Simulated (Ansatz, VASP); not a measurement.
## Two plane-wave programs on NaPbI3

File POSCAR:

```
NaPbI3
1.0
    6.3170549596      0.0000000000      0.0000000000
    0.0000000000      6.3170549596      0.0000000000
    0.0000000000      0.0000000000      6.1275433108
Na Pb I
1 1 3
Direct
    0.0000000000      0.0000000000      0.0000000000
    0.5000000000      0.5000000000      0.5000000000
    0.5000000000      0.5000000000      0.0000000000
    0.5000000000      0.0000000000      0.5000000000
    0.0000000000      0.5000000000      0.5000000000
```

INCAR.step1

```
SYSTEM = NaPbI3
PREC = Accurate ; ENCUT = 520
EDIFF = 1E-5 ; ISMEAR = 0
SIGMA = 0.01 ; LREAL = .False.
LASPH = .True. ; NELM = 80
ALGO = Normal ; ISIF = 2
LWAVE = .True. ; NBANDS = 29
GGA = PE
```

Contents of INCAR.step2:

```
SYSTEM = NaPbI3
PREC = Accurate ; ENCUT = 520
EDIFF = 1E-6 ; ISMEAR = 0
SIGMA = 0.01 ; LREAL = .False.
LASPH = .True. ; NELM = 80
ALGO = Normal ; ISIF = 2
LWAVE = .False. ; LCHARG = .True.
GGA = PE ; LHFCALC = .True.
HFSCREEN = 0.2079 ; PRECFOCK = Fast
LELF = .True. ; LVHAR = .True.
NBANDS = 29 ; ISTART = 1
```

KPOINTS

```
regular mesh
0
Gamma
  2 2 2
  0 0 0
```

Input for Ansatz:

```yaml
crystal:
  lattice:
    - [6.3170549596, 0.0, 0.0]
    - [0.0, 6.3170549596, 0.0]
    - [0.0, 0.0, 6.1275433108]
  atoms:
    - { symbol: Na, position: [0.0, 0.0, 0.0] }
    - { symbol: Pb, position: [0.5, 0.5, 0.5] }
    - { symbol: I, position: [0.5, 0.5, 0.0] }
    - { symbol: I, position: [0.5, 0.0, 0.5] }
    - { symbol: I, position: [0.0, 0.5, 0.5] }
kpoints:
  mp_grid: { grid: [2, 2, 2] }
  band_path:
    path: [[0.0, 0.0, 0.0], [0.0, 0.5, 0.0], [0.5, 0.5, 0.0], [0.5, 0.5, 0.5]]
    npoints: 1
hamiltonian:
  xc: hse06
scf:
  occupations: { method: fixed }
  n_extra_bands: 5
output:
  forces: true
  stress: true
  eigenvalues: true
```

Change from the starting cell: uniaxial_z strain -3.0%.

Alike in both runs: task single point; functional HSE06; k mesh 2 × 2 × 2; no spin polarisation.

```csv
,VASP,Ansatz
version,VASP 6.6.1,Ansatz 0.2.0
potentials or method,"VASP PAW PBE potentials, release 64 (Na_pv, Pb_d, I)","plane waves, PAW"
plane-wave cutoff (eV),520,420
occupations,"gaussian, width 0.01 eV",fixed
valence electrons in the cell,42,74
```

```csv
,VASP,Ansatz,Ansatz less VASP
gap on the k mesh at the Fermi level (eV),1.75,1.74,-0.006
pressure (GPa),1.7,1.7,+0.05
"traceless stress, the component that is largest in VASP (GPa)",0.99,1.00,+0.006
```

VASP's potentials hold 42 valence electrons a cell and Ansatz's 74, so a difference there can come from the potentials and not from the codes. Ansatz's warnings: stress exchange threshold loose, stress scf threshold loose.

The k mesh is coarse, so the values compare programs but aren't converged. Spin-orbit coupling is off throughout.
